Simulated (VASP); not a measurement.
Ir, 2 atoms in the cell. The structure is cubic, space group Fd-3m (No. 227). The conventional cell has a = 5.125 Å, b = 5.125 Å, c = 5.125 Å, α = 90.00°, β = 90.00°, γ = 90.00°. Within 2.9 Å of Ir (site symmetry -43m) lie 4 Ir at 2.22 Å.  This cell differs from its parent crystal: volume scaled by 0.78.

```yaml
Program: VASP 6.6.1
Task: single point
Functional: PBE
Potentials_or_basis: VASP PAW PBE potentials, release 64 (Ir)
Cutoff: 520 eV
k_mesh: 14 × 14 × 14
Occupations: fermi-dirac, width 0.05 eV
Spin: no spin polarisation
Dipole_correction: no
Further_INCAR_settings: ALGO = Normal; EDIFF = 1e-06; NBANDS = 16
```

Potentials or basis: VASP PAW PBE potentials, release 64 (Ir).

The run is started by

```bash
$ cat potpaw_PBE.64/Ir/POTCAR > POTCAR
$ mpirun -np 1 vasp_std > vasp.out
```

Hardware: 1 thread of Intel Xeon 6975P-C, on a shared host.

Q: Estimate the wall time of this run.

A: It took 25 s on 1 thread of Intel Xeon 6975P-C, with other jobs on the host, peak memory 0.19 GiB. Counts: scf iterations 11, k points 104.
